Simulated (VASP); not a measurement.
Input of a VASP 6.6.1 run:

The input INCAR:

```
SYSTEM = Ir
PREC = Accurate
ENCUT = 600
EDIFF = 1E-7
ISMEAR = -1
SIGMA = 0.15
LREAL = .False.
LASPH = .True.
NELM = 80
ALGO = Normal
ISIF = 3
LWAVE = .False.
LCHARG = .False.
GGA = PE
IBRION = 2
NSW = 80
EDIFFG = -0.001
```

Contents of KPOINTS:

```
Automatic mesh
0
Gamma
  20 20 20
  0 0 0
```

Contents of POSCAR:

```
Ir
1.0
    0.0000000000      1.9353284930      1.9353284930
    1.9353284930      0.0000000000      1.9353284930
    1.9353284930      1.9353284930      0.0000000000
Ir
1
Direct
    0.0000000000      0.0000000000      0.0000000000
```

Potentials or basis: VASP PAW PBE potentials, release 64 (Ir).

Launch:

```sh
$ cat potpaw_PBE.64/Ir/POTCAR > POTCAR
$ mpirun -np 1 vasp_std > vasp.out
```

Predict the relaxed cell.

a = 2.740 Å, b = 2.740 Å, c = 2.740 Å, α = 60.00°, β = 60.00°, γ = 60.00°.

Predict the relaxed volume.

14.55 Å³/atom.

Final structure:
```
Ir
1.0
     0.00000    1.93759    1.93759
     1.93759    0.00000    1.93759
     1.93759    1.93759    0.00000
Ir
1
Direct
  0.00000 0.00000 0.00000
```

 Zero-point motion and thermal expansion aren't in these numbers.
